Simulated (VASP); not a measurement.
The system is Rh.

```xyz
1
Lattice="0.0000 1.8979 1.8979 1.8979 0.0000 1.8979 1.8979 1.8979 0.0000" Properties=species:S:1:pos:R:3 pbc="T T T"
Rh    0.0000    0.0000    0.0000
```

Base run:

* Program: VASP 6.6.1
* Functional: PBE
* Potentials or basis: VASP PAW PBE potentials, release 64 (Rh_pv)
* Cutoff: 520 eV
* k mesh: 13 × 13 × 13
* Occupations: methfessel-paxton, width 0.1 eV
* Spin: no spin polarisation

Its results: pressure 7.5 GPa.

Q: The run is repeated on the same cell with these changes: functional from PBE to PBEsol. What comes out?

A: Pressure -3.6 GPa.

PBEsol binds more tightly than PBE, so the same cell stands under less pressure.

Caveats: the PAW data sets were made with another functional, which shifts forces and pressure a little (some runs).
